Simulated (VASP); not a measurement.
Si6O11 (a cell with a defect), 17 atoms in the cell. The cell holds a defect, 17 atoms: a = 4.867 Å, b = 5.365 Å, c = 8.429 Å, α = 90.00°, β = 90.00°, γ = 90.00°.  This cell differs from its parent crystal: atoms taken out, atom 12 moved 0.875 of the way to it and +0.500 Å across, host rigid.

- Program: VASP 6.6.1
- Task: single point
- Functional: LDA
- Potentials or basis: VASP PAW LDA potentials, release 64 (Si, O)
- Cutoff: 520 eV
- k mesh: 4 × 4 × 2
- Occupations: gaussian, width 0.05 eV
- Spin: no spin polarisation
- Dipole correction: no
- Charge: 2
- Further INCAR settings: LREAL = Auto; ALGO = Normal; EDIFF = 1e-07; NBANDS = 59; NELECT = 88.0

Potentials or basis: VASP PAW LDA potentials, release 64 (Si, O).

Launch:

```console
$ cat potpaw_LDA.64/Si/POTCAR potpaw_LDA.64/O/POTCAR > POTCAR
$ mpirun -np 1 vasp_std > vasp.out
```

Hardware: 1 thread of Intel(R) Xeon(R) 6975P-C (Granite Rapids), on a shared host.

Problem. Estimate the wall time of this run.

Solution. Wall time 2 min on 1 thread of Intel(R) Xeon(R) 6975P-C (Granite Rapids), with other jobs on the host, peak memory 0.31 GiB. Counts: scf iterations 17, k points 20.
